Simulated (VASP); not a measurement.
# Cu (Fm-3m) in VASP: notebook

Runs on Cu. Level: PBEsol. Tasks: single point.

Program: VASP 6.6.1. These are calculated values, not measurements. Logs are shortened: lines on timing, memory, paths and dates and some standing lists are left out, and cuts for length are marked.

## Step 1: The cell of the first run

It takes space group Fm-3m (No. 225, cubic). The conventional cell has a = 3.454 Å, b = 3.454 Å, c = 3.454 Å, α = 90.00°, β = 90.00°, γ = 90.00°. Cu (site symmetry m-3m) has 12 Cu at 2.44 Å within 3.2 Å.

## Step 2: Single point, PBEsol

INCAR reads:

```
PREC = Accurate ; ENCUT = 520
EDIFF = 1E-7 ; ISMEAR = 0
SIGMA = 0.1 ; LREAL = False
LASPH = True ; NELM = 60
ALGO = Normal ; ISIF = 2
LWAVE = False ; LCHARG = False
GGA = PS ; NBANDS = 12
```

KPOINTS reads:

```
Automatic mesh
0
Gamma
  20 20 20
```

POSCAR reads:

```
Cu
1.0
    0.0000000000      1.7268096295      1.7268096295
    1.7268096295      0.0000000000      1.7268096295
    1.7268096295      1.7268096295      0.0000000000
Cu
1
Direct
    0.0000000000      0.0000000000      0.0000000000
```

Potentials or basis: VASP PAW PBE potentials, release 64 (Cu).

Run with:

```
$ cat potpaw_PBE.64/Cu/POTCAR > POTCAR
$ mpirun -np 1 vasp_std > vasp.out
```

OUTCAR:

```text
PREC = Accurate
   ENCUT = 520
   EDIFF = 1E-7
   ISMEAR = 0
   LREAL = False
   LASPH = True
   NELM = 60
   ISIF = 2
   GGA = PS

 ion  position               nearest neighbor table
   1  0.000  0.000  0.000-

  LATTYP: Found a face centered cubic cell.
 ALAT       =     3.4536192590

  Lattice vectors:

 A1 = (   0.0000000000,   1.7268096295,   1.7268096295)
 A2 = (   1.7268096295,   0.0000000000,   1.7268096295)
 A3 = (   1.7268096295,   1.7268096295,   0.0000000000)

Analysis of symmetry for initial positions (statically):
=====================================================================
 Subroutine PRICEL returns:
 Original cell was already a primitive cell.

 Routine SETGRP: Setting up the symmetry group for a
 face centered cubic supercell.

 Subroutine GETGRP returns: Found 48 space group operations
 (whereof 48 operations were pure point group operations)
 out of a pool of 48 trial point group operations.

The static configuration has the point symmetry O_h .

Analysis of symmetry for dynamics (positions and initial velocities):
=====================================================================
 Subroutine PRICEL returns:
 Original cell was already a primitive cell.

 Routine SETGRP: Setting up the symmetry group for a
 face centered cubic supercell.

 Subroutine GETGRP returns: Found 48 space group operations
 (whereof 48 operations were pure point group operations)
 out of a pool of 48 trial point group operations.

The dynamic configuration has the point symmetry O_h .

 Subroutine INISYM returns: Found 48 space group operations
 (whereof 48 operations are pure point group operations),
 and found     1 'primitive' translations

----------------------------------------------------------------------------------------

                                     Primitive cell

  volume of cell :      10.2982

  direct lattice vectors                    reciprocal lattice vectors
     0.000000000  1.726809629  1.726809629    -0.289551316  0.289551316  0.289551316
     1.726809629  0.000000000  1.726809629     0.289551316 -0.289551316  0.289551316
     1.726809629  1.726809629  0.000000000     0.289551316  0.289551316 -0.289551316

  length of vectors
     2.442077598  2.442077598  2.442077598     0.501517590  0.501517590  0.501517590

  position of ions in fractional coordinates (direct lattice)
     0.000000000  0.000000000  0.000000000

  ion indices of the primitive-cell ions
   primitive index   ion index
                 1           1

----------------------------------------------------------------------------------------

 KPOINTS: Automatic mesh

Automatic generation of k-mesh.
 Grid dimensions read from file:
 generate k-points for:   20   20   20

 Generating k-lattice:

  Cartesian coordinates                     Fractional coordinates (reciprocal lattice)
    -0.014477566  0.014477566  0.014477566     0.050000000  0.000000000  0.000000000
     0.014477566 -0.014477566  0.014477566     0.000000000  0.050000000  0.000000000
     0.014477566  0.014477566 -0.014477566     0.000000000  0.000000000  0.050000000

  Length of vectors
     0.025075880  0.025075880  0.025075880

  Shift w.r.t. Gamma in fractional coordinates (k-lattice)
     0.000000000  0.000000000  0.000000000

 Subroutine IBZKPT returns following result:
 ===========================================

 Found    256 irreducible k-points:

 Following reciprocal coordinates:
            Coordinates               Weight
  0.000000  0.000000  0.000000      1.000000
  0.050000  0.000000  0.000000      8.000000
  0.100000  0.000000  0.000000      8.000000
  0.150000  0.000000  0.000000      8.000000
  0.200000  0.000000  0.000000      8.000000
  0.250000  0.000000  0.000000      8.000000
[... 16 lines left out ...]
 -0.400000  0.050000  0.000000     24.000000
 -0.350000  0.050000  0.000000     24.000000
 [... further k-points ...]
   k-points           NKPTS =    256   k-points in BZ     NKDIM =    256   number of bands    NBANDS=     12
   number of dos      NEDOS =    301   number of ions     NIONS =      1
   total plane-waves  NPLWV =   5832
   dimension x,y,z NGX =    18 NGY =   18 NGZ =   18
   dimension x,y,z NGXF=    36 NGYF=   36 NGZF=   36
   ions per type =               1
   NGX,Y,Z   is equivalent  to a cutoff of  12.25, 12.25, 12.25 a.u.
   NGXF,Y,Z  is equivalent  to a cutoff of  24.51, 24.51, 24.51 a.u.
 SYSTEM =  unknown system
   PREC   = accura    normal or accurate (medium, high low for compatibility)
   ISTART =      0    job   : 0-new  1-cont  2-samecut
   ICHARG =      2    charge: 1-file 2-atom 10-const
   ISPIN  =      1    spin polarized calculation?
   LNONCOLLINEAR =      F non collinear calculations
   LSORBIT =      F    spin-orbit coupling
   LASPH  =      T    aspherical Exc in radial PAW
   ENCUT  =  520.0 eV  38.22 Ry    6.18 a.u.   4.54  4.54  4.54*2*pi/ulx,y,z
   NELM   =     60;   NELMIN=  2; NELMDL= -5     # of ELM steps
   EDIFF  = 0.1E-06   stopping-criterion for ELM
   LREAL  =      F    real-space projection
   EDIFFG = 0.1E-05   stopping-criterion for IOM
   NSW    =      0    number of steps for IOM
   IBRION =     -1    ionic relax: 0-MD 1-quasi-New 2-CG
   NFREE  =      0    steps in history (QN), initial steepest desc. (CG)
   ISIF   =      2    stress and relaxation
   ISYM   =      2    0-nonsym 1-usesym 2-fastsym
   POTIM  = 0.5000    time-step for ionic-motion
   TEBEG  =    0.0;   TEEND  =   0.0 temperature during run
   PSTRESS=    0.0 pullay stress
   NELECT =      11.0000    total number of electrons
   NUPDOWN=      -1.0000    fix difference up-down
   EMIN   =  10.00;   EMAX   =-10.00  energy-range for DOS
   EFERMI =   0.00;   METHOD = LEGACY
   ISMEAR =     0;   SIGMA  =   0.10  broadening in eV -4-tet -1-fermi 0-gaus
   EFERMI_NEDOS =   21; number of points for ismear=-14 and -15
   IALGO  =     38    algorithm
   IMIX   =      4    mixing-type and parameters
     AMIX     =   0.40;   BMIX     =  1.00
     AMIX_MAG =   1.60;   BMIX_MAG =  1.00
  volume/ion in A,a.u.               =      10.30        69.50
  Fermi-wavevector in a.u.,A,eV,Ry     =   1.673470  3.162400 38.103141  2.800502
  Thomas-Fermi vector in A             =   2.758436
   LORBIT       =      0    0 simple, 1 ext, 2 COOP (PROOUT), +10 PAW based schemes
   GGA     = PS    functional components
   LHFCALC =     F    Hartree Fock is set to
   AEXX    =    0.0000 exact exchange contribution
   IVDW    =     0    specifies the selected vdW correction
   LEPSILON=     F    determine dielectric tensor
   LRPA    =     F    only Hartree local field effects (RPA)
 non-spin polarized calculation
 Gauss-broadening in eV      SIGMA  =   0.10
  energy-cutoff  :      520.00
  volume of cell :       10.30
 maximum number of plane-waves:       291
   NGX =  9   NGY =  9   NGZ =  9

 number of electron      10.9999995 magnetization

 Free energy of the ion-electron system (eV)
  ---------------------------------------------------
  ext. energy  EPLUGINS =         0.00000000
  ---------------------------------------------------
  free energy    TOTEN  =        -4.24696047 eV

  energy without entropy =       -4.24574299  energy(sigma->0) =       -4.24635173

 E-fermi :   9.2117     XC(G=0): -13.7282

 val. band max:        9.1821324751   @ k =   0.5000   0.3000   0.1500
 cond. band min:       9.2341358314   @ k =   0.4500   0.3500   0.0000
 fundamental gap:      0.0520033563
 Fermi energy:         9.2117157431

 k-point     1 :       0.0000    0.0000    0.0000
  band No.  band energies     occupation
      1      -1.2666      2.00000
      2       5.7374      2.00000
      3       5.7374      2.00000
      4       5.7374      2.00000
      5       6.7661      2.00000
      6       6.7661      2.00000
      7      32.8861      0.00000
      8      36.5958      0.00000
      9      36.5958      0.00000
     10      36.5958      0.00000
     11      39.2714      0.00000
     12      39.2714      0.00000

 k-point     2 :       0.0500    0.0000    0.0000
  band No.  band energies     occupation
      1      -1.1659      2.00000
      2       5.7125      2.00000
      3       5.7589      2.00000
      4       5.7589      2.00000
      5       6.7570      2.00000
      6       6.7570      2.00000
      7      32.5124      0.00000
      8      35.1708      0.00000
      9      36.2924      0.00000
     10      36.2924      0.00000
     11      39.7004      0.00000
     12      39.7004      0.00000

 k-point     3 :       0.1000    0.0000    0.0000
  band No.  band energies     occupation
      1      -0.8667      2.00000
      2       5.6433      2.00000
      3       5.8164      2.00000
      4       5.8164      2.00000
      5       6.7365      2.00000
      6       6.7365      2.00000
      7      30.7849      0.00000
      8      34.0715      0.00000
      9      35.6965      0.00000
     10      35.6965      0.00000
     11      40.6208      0.00000
     12      40.6208      0.00000
[... 286 lines left out ...]
 k-point    23 :      -0.4000    0.0500    0.0000
  band No.  band energies     occupation
      1       3.1866      2.00000
      2       5.7038      2.00000
      3       5.7630      2.00000
      4       6.4977      2.00000
      5       7.3106      2.00000
      6       7.7871      2.00000
      7      15.3994      0.00000
      8      30.5007      0.00000
      9      32.6422      0.00000
     10      33.8597      0.00000
     11      36.6429      0.00000
     12      38.1450      0.00000

 k-point    24 :      -0.3500    0.0500    0.0000
  band No.  band energies     occupation
      1       2.8337      2.00000
      2       5.7670      2.00000
      3       5.8178      2.00000
      4       5.9029      2.00000
      5       7.1496      2.00000
      6       7.4811      2.00000
      7      17.3434      0.00000
      8      30.5247      0.00000
      9      32.9788      0.00000
     10      34.6927      0.00000
     11      36.6871      0.00000
     12      38.6501      0.00000

 [... further k-points ...]
[... 5 lines left out ...]
  --------------------------------------------------------------------------------------
  -------------------------------------------------------------------------------------
  Total        1.3305352      1.3305352      1.3305352      0.0000000     -0.0000000      0.0000000
  in kB      207.0015415    207.0015415    207.0015415      0.0000000     -0.0000000      0.0000000
  external PRESSURE =     207.0015415 kB  Pullay stress =       0.0000000 kB

 VOLUME and BASIS-vectors are now :
 -----------------------------------------------------------------------------
  energy-cutoff  :      520.00
  volume of cell :       10.30
      direct lattice vectors                 reciprocal lattice vectors
     0.000000000  1.726809629  1.726809629    -0.289551316  0.289551316  0.289551316
     1.726809629  0.000000000  1.726809629     0.289551316 -0.289551316  0.289551316
     1.726809629  1.726809629  0.000000000     0.289551316  0.289551316 -0.289551316

 POSITION                                       TOTAL-FORCE (eV/Angst)
 -----------------------------------------------------------------------------------
      0.00000      0.00000      0.00000         0.000000      0.000000      0.000000
 -----------------------------------------------------------------------------------
    total drift:                                0.000000     -0.000000     -0.000000

  FREE ENERGIE OF THE ION-ELECTRON SYSTEM (eV)
  ---------------------------------------------------
  free  energy   TOTEN  =        -4.2469604742 eV

  energy  without entropy=       -4.2457429883  energy(sigma->0) =       -4.24635173
```

It took 21 s on 1 thread of Intel Xeon Platinum 8488C (Sapphire Rapids), shared host; peak memory 0.14 GiB.

What came out:

| Quantity | Value |
| --- | --- |
| Free energy | -4.2470 eV |
| Pressure | 20.7 GPa |

Caveat: the PAW data sets were made with another functional, which shifts forces and pressure a little.

## Step 3: Single point, PBEsol

This run uses another cell than the first one, of 10.74 Å³/atom, 1.043 times its volume.

INCAR reads:

```
SYSTEM = Cu
  PREC = Accurate
  ENCUT = 520
  EDIFF = 1E-6
  ISMEAR = 0
  SIGMA = 0.1
  LREAL = .False.
  LASPH = .True.
  NELM = 60
  ALGO = Normal
  ISIF = 2
  LWAVE = .False.
  LCHARG = .False.
  GGA = PS
  NBANDS = 12
```

KPOINTS reads:

```
regular mesh
0
Gamma
  20 20 20
  0 0 0
```

POSCAR reads:

```
Cu
1.0
    0.0000000000      1.7510932637      1.7510932637
    1.7510932637      0.0000000000      1.7510932637
    1.7510932637      1.7510932637      0.0000000000
Cu
1
Direct
    0.0000000000      0.0000000000      0.0000000000
```

Potentials or basis: VASP PAW PBE potentials, release 64 (Cu).

Run with:

```
$ cat potpaw_PBE.64/Cu/POTCAR > POTCAR
$ mpirun -np 1 vasp_std > vasp.out
```

Wall time 25 s (1 thread of Intel Xeon Platinum 8488C (Sapphire Rapids), shared host); peak memory 0.14 GiB.

The run converged. Its results:

```yaml
Free_energy: -4.2900 eV
Pressure: 10.7 GPa
```

Levels at points of the mesh, in eV from the Fermi level:
| k point | band 2 | band 3 | band 4 | band 5 | band 6 | band 7 | band 8 | band 9 | band 10 | band 11 |
| --- | --- | --- | --- | --- | --- | --- | --- | --- | --- | --- |
| (0.00, 0.00, 0.00) | -3.31 | -3.31 | -3.31 | -2.35 | -2.35 | 23.36 | 26.73 | 26.73 | 26.73 | 29.32 |
| (0.50, 0.00, 0.00) | -3.35 | -3.35 | -1.69 | -1.69 | -1.30 | 4.27 | 21.81 | 23.56 | 23.56 | 26.46 |
| (0.50, 0.50, 0.00) | -4.93 | -1.71 | -1.53 | -1.53 | 1.41 | 7.81 | 13.81 | 13.81 | 18.58 | 21.90 |

Caveat: the PAW data sets were made with another functional, which shifts forces and pressure a little.
